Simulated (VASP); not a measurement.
Here is a VASP 6.6.1 calculation.

INCAR

```
SYSTEM = Ta
PREC = Accurate
ENCUT = 520
EDIFF = 1E-6
ISMEAR = -1
SIGMA = 0.08
LREAL = .FALSE.
LASPH = .TRUE.
NELM = 60
ALGO = Normal
ISIF = 2
LWAVE = .FALSE.
LCHARG = .TRUE.
LDIPOL = .TRUE.
IDIPOL = 3
DIPOL = 0.5 0.5 0.500
GGA = PE
LELF = .TRUE.
LVHAR = .TRUE.
LVACPOTAV = .TRUE.
NBANDS = 30
```

KPOINTS

```
regular mesh
0
G
  12 12 1
  0 0 0
```

The input POSCAR:

```
Ta
1.0
    3.3195547170      0.0000000000      0.0000000000
    0.0000000000      3.3195547170      0.0000000000
    0.0000000000      0.0000000000     15.6885000000
Ta
4
Direct
    0.2500000000      0.2500000000      0.3505755535
    0.7500000000      0.7500000000      0.4466513174
    0.2500000000      0.2500000000      0.5533486744
    0.7500000000      0.7500000000      0.6494244465
```

Potentials or basis: VASP PAW PBE potentials, release 64 (Ta_pv).

The run is started by

```bash
$ cat potpaw_PBE.64/Ta_pv/POTCAR > POTCAR
$ mpirun -np 1 vasp_std > vasp.out
```

Question: Estimate the band gap on the k mesh.

Answer: Zero (bands 22 and 23 overlap by 0.58 eV).

Question: Estimate the largest force.

Answer: 0.012 eV/Å.

Forces in eV/Å, atoms in the order of the input:
```
Ta   0.000  0.000 -0.002
Ta   0.000  0.000 -0.012
Ta   0.000  0.000  0.012
Ta   0.000  0.000  0.002
```

Caveat: spin-orbit coupling is left out, which moves the levels of the heavy elements.
